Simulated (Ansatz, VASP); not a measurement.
This is a calculation of Al2Cu for VASP 6.6.1.

The input INCAR:

```
SYSTEM = Al2Cu
PREC = Accurate
ENCUT = 520
EDIFF = 1E-7
ISMEAR = -1
SIGMA = 0.05
LREAL = .False.
LASPH = .True.
NELM = 80
ALGO = Fast
ISIF = 2
LWAVE = .False.
LCHARG = .True.
GGA = PS
LELF = .True.
LVHAR = .True.
NBANDS = 16
```

Contents of KPOINTS:

```
Automatic mesh
0
Gamma
  7 7 9
  0 0 0
```

File POSCAR:

```
Al2Cu
1.0
    4.1051820000      0.0000000000      0.0000000000
    0.0000000000      4.1051820000      0.0000000000
    0.0000000000      0.0000000000      2.8913130000
Cu Al
1 2
Direct
   -0.0039700000      0.0061610000      0.0024120000
    0.0093760000      0.4970560000      0.4682290000
    0.5060070000     -0.0098690000      0.4975350000
```

Potentials or basis: VASP PAW PBE potentials, release 64 (Cu, Al).

Command:

```console
$ cat potpaw_PBE.64/Cu/POTCAR potpaw_PBE.64/Al/POTCAR > POTCAR
$ mpirun -np 1 vasp_std > vasp.out
```

Set up the same calculation for Ansatz 0.2.0. Potentials there: all-electron LAPW, scalar-relativistic.

As run (the cutoff follows the program's own potentials):

File input.yaml:

```yaml
crystal:
  lattice:
    - [4.105182, 0.0, 0.0]
    - [0.0, 4.105182, 0.0]
    - [0.0, 0.0, 2.891313]
  atoms:
    - { symbol: Cu, position: [-0.00397, 0.006161, 0.002412] }
    - { symbol: Al, position: [0.009376, 0.497056, 0.468229] }
    - { symbol: Al, position: [0.506007, -0.009869, 0.497535] }
kpoints:
  mp_grid: { grid: [7, 7, 9] }
scf:
  occupations: { method: fermi_dirac, width: 0.05 }
hamiltonian:
  xc: pbesol
  pseudopotentials: { kind: all_electron, lapw: { basis_error: 0.001 } }
output:
  forces: true
  stress: true
  eigenvalues: true
  populations: true
```

Potentials or basis: all-electron LAPW, scalar-relativistic.

Launch:

```bash
$ ansatz run input.yaml --threads 2 --pin off --max-ram 8192MiB --backend cpu --events-out ev --progress --plain --runs-dir out
```

Both were run:

|  | VASP | Ansatz | Ansatz less VASP |
| --- | --- | --- | --- |
| gap on the k mesh at the Fermi level (eV) | none | none | - |
| pressure (GPa) | -1.9 | -2.1 | -0.16 |
| traceless stress, the component that is largest in VASP (GPa) | -0.97 | -0.96 | +0.002 |
| rms of the force components (eV/Å) | 0.210 | 0.210 | -0.0008 |

VASP's potentials were made for PBE, not for PBEsol. Atom by atom the forces differ by 0.001 eV/Å (rms over components). A gap of «none» marks a metal or a gap that the smearing closes. Ansatz ran all-electron here, and VASP with PAW potentials.
